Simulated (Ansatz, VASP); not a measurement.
BAs in VASP and in Ansatz

```
B As
1.0
     0.00000    2.38850    2.38850
     2.38850    0.00000    2.38850
     2.38850    2.38850    0.00000
B As
1 1
Direct
  0.00000 0.00000 0.00000
  0.25000 0.25000 0.25000
```

Alike in both runs: task relaxation of cell and atoms; functional RPBE; k mesh 7 × 7 × 7; occupations fermi-dirac, width 0.01 eV; no spin polarisation.

|  | VASP | Ansatz |
| --- | --- | --- |
| version | VASP 6.6.1 | Ansatz 0.2.0 |
| potentials or method | VASP PAW PBE potentials, release 64 (B, As), cutoff 600 eV | plane waves, PAW |
| valence electrons in the cell | 8 | 18 |

Ansatz gave:

- relaxed volume (Å³/atom): 14.18
- relaxed cell length with the largest relative difference (Å): 3.423

Which values does VASP return?

Relaxed volume (Å³/atom): 14.24; relaxed cell length with the largest relative difference (Å): 3.427.

VASP's potentials were made for PBE, not for RPBE. VASP's potentials hold 8 valence electrons a cell and Ansatz's 18, so a difference there can come from the potentials and not from the codes.
